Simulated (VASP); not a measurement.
Crystal: LiCl.

```
CELL_PARAMETERS angstrom
0.00000 2.55603 2.55603
2.55603 0.00000 2.55603
2.55603 2.55603 0.00000
ATOMIC_POSITIONS crystal
Li 0.00000 0.00000 0.00000
Cl 0.50000 0.50000 0.50000
```

Base run:

* Program: VASP 6.6.1
* Functional: r2SCAN
* Potentials or basis: VASP PAW PBE potentials, release 64 (Li_sv, Cl)
* Cutoff: 520 eV
* k mesh: 6 × 6 × 6, shifted
* Occupations: gaussian, width 0.01 eV
* Spin: no spin polarisation

Its results: band gap on the k mesh 7.61 eV, direct.

Question: The run is repeated on the same cell with these changes: k mesh from 6 × 6 × 6, shifted to 6 × 6 × 6. What comes out?

Answer: Band gap on the k mesh 7.36 eV, direct.

A k mesh can miss the band edges.
